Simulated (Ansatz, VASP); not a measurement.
**Two plane-wave programs on GaAs**

```
Ga As
1.0
     2.89010    2.89010    0.00000
    -2.89010    2.89010    0.00000
     0.00000    2.89010    2.78539
Ga As
1 1
Direct
  0.00000 0.00000 0.00000
  0.75000 0.25000 0.50000
```

Change from the starting cell: film at in-plane strain +0.02.

Alike in both runs: task single point; functional r2SCAN; k mesh 8 × 8 × 8; no spin polarisation.

|  | VASP | Ansatz |
| --- | --- | --- |
| version | VASP 6.6.1 | Ansatz 0.2.0 |
| potentials or method | VASP PAW PBE potentials, release 64 (Ga_d, As) | PAW with Ansatz's default frozen-core files, scalar-relativistic |
| plane-wave cutoff (eV) | 520 | 500 |
| occupations | gaussian, width 0.01 eV | fixed |
| valence electrons in the cell | 18 | 28 |

|  | VASP | Ansatz | Ansatz less VASP |
| --- | --- | --- | --- |
| gap on the k mesh at the Fermi level (eV) | 0.62 | 0.63 | +0.019 |
| pressure (GPa) | -1.5 | -1.6 | -0.11 |
| traceless stress, the component that is largest in VASP (GPa) | 1.52 | 1.54 | +0.012 |

VASP's potentials were made for PBE, not for r2SCAN. VASP's potentials hold 18 valence electrons a cell and Ansatz's 28, so a difference there can come from the potentials and not from the codes.
